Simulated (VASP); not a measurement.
Wanted: the native input for a VASP 6.6.1 run.

| Quantity | Value |
| --- | --- |
| Task | single point |
| Functional | PBE |
| Potentials or basis | VASP PAW PBE potentials, release 64 (Sn_d, Se) |
| Cutoff | 500 eV |
| k mesh | 3 × 3 × 3 |
| Occupations | gaussian, width 0.1 eV |
| Spin | no spin polarisation |
| Dipole correction | no |
| Further INCAR settings | ALGO = Normal; EDIFF = 1e-06; NBANDS = 46 |

The structure of Sn4Se3 lies in POSCAR:

```
Sn4Se3
1.0
    3.9953683695      2.3067270037      3.7779864417
   -3.9953683695      2.3067270037      3.7779864417
    0.0000000000     -4.6134540073      3.7779864417
Sn Se
4 3
Direct
    0.0000000000      0.0000000000      0.5000000000
    0.5000000000      0.0000000000      0.0000000000
    0.0000000000      0.5000000000      0.0000000000
    0.5000000000      0.5000000000      0.5000000000
    0.5000000000      0.5000000000      0.0000000000
    0.0000000000      0.5000000000      0.5000000000
    0.5000000000      0.0000000000      0.5000000000
```

The cell was built from a structure type or drawn by symmetry, and may not be a known phase.

One way to write it, as run:

INCAR

```
  PREC = Accurate
  ENCUT = 500
  EDIFF = 1E-6
  ISMEAR = 0
  SIGMA = 0.1
  LREAL = False
  LASPH = True
  NELM = 120
  ALGO = Normal
  ISIF = 2
  LWAVE = False
  LCHARG = True
  GGA = PE
  LELF = True
  LVHAR = True
  NBANDS = 46
  GGA_COMPAT = False
```

KPOINTS

```
Automatic mesh
0
Gamma
  3 3 3
```

Potentials or basis: VASP PAW PBE potentials, release 64 (Sn_d, Se).

The run is started by

```bash
$ cat potpaw_PBE.64/Sn_d/POTCAR potpaw_PBE.64/Se/POTCAR > POTCAR
$ mpirun -np 1 vasp_std > vasp.out
```

Results of the run:

| Property | Result |
| --- | --- |
| Pressure | 0.0 GPa |

It took 43 s on 1 thread of AMD EPYC 9R45 96-Core Processor (Zen 5), on a shared host, peak memory 0.3 GiB.
